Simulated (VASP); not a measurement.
The system is H6CNF.

```
CELL_PARAMETERS angstrom
2.24327 1.29516 4.55075
-2.24327 1.29516 4.55075
0.00000 -2.59031 4.55075
ATOMIC_POSITIONS crystal
H 0.77147 0.38577 0.77147
H 0.38577 0.77147 0.77147
H 0.34847 0.34847 0.74560
H 0.78905 0.76676 0.37290
H 0.74560 0.34847 0.34847
H 0.34847 0.74560 0.34847
C 0.50848 0.50848 0.50848
N 0.61717 0.61717 0.61717
F 0.00163 0.00163 0.00163
```

* Program: VASP 6.6.1
* Task: relaxation of the atoms
* Functional: PBEsol
* Potentials or basis: VASP PAW PBE potentials, release 64 (H, C, N, F)
* Cutoff: 520 eV
* k mesh: 4 × 4 × 4
* Occupations: gaussian, width 0.01 eV
* Spin: no spin polarisation

At the start: pressure -1.6 GPa; volume 8.81 Å³/atom.

**Question.** Where does the relaxation end?

**Answer.** Over 20 steps the energy falls by 3.2 meV/atom; space group R3m (No. 160, to 0.05 Å).

Step by step:
```csv
step,energy change (eV),largest force (eV/Å),pressure (GPa)
1,0.0000,1.1050,-1.57
2,0.0585,3.1119,-1.56
3,-0.0200,0.3013,-1.68
4,-0.0251,0.2428,-1.42
5,-0.0252,0.2208,-1.44
6,-0.0270,0.2471,-1.30
7,-0.0276,0.1096,-1.35
8,-0.0279,0.1209,-1.40
9,-0.0281,0.0454,-1.39
10,-0.0283,0.0375,-1.44
11,-0.0283,0.0639,-1.48
12,-0.0284,0.0344,-1.52
13,-0.0284,0.0379,-1.56
14,-0.0285,0.0311,-1.54
15,-0.0287,0.0510,-1.48
16,-0.0287,0.0243,-1.44
17,-0.0287,0.0245,-1.44
18,-0.0288,0.0148,-1.45
19,-0.0288,0.0189,-1.46
20,-0.0288,0.0090,-1.47
```

Final structure:
```
H C N F
1.0
     2.24327    1.29516    4.55075
    -2.24327    1.29516    4.55075
     0.00000   -2.59031    4.55075
H C N F
6 1 1 1
Direct
  0.77525 0.38273 0.77057
  0.38686 0.77223 0.77016
  0.34842 0.34824 0.74655
  0.77577 0.77119 0.38129
  0.74645 0.34701 0.34735
  0.34874 0.74649 0.34738
  0.50983 0.50852 0.50805
  0.61994 0.61630 0.61499
  0.00486 0.00112 0.99934
```

Caveat: the k points lie up to 0.42 Å⁻¹ apart; the PAW data sets were made with another functional, which shifts forces and pressure a little.
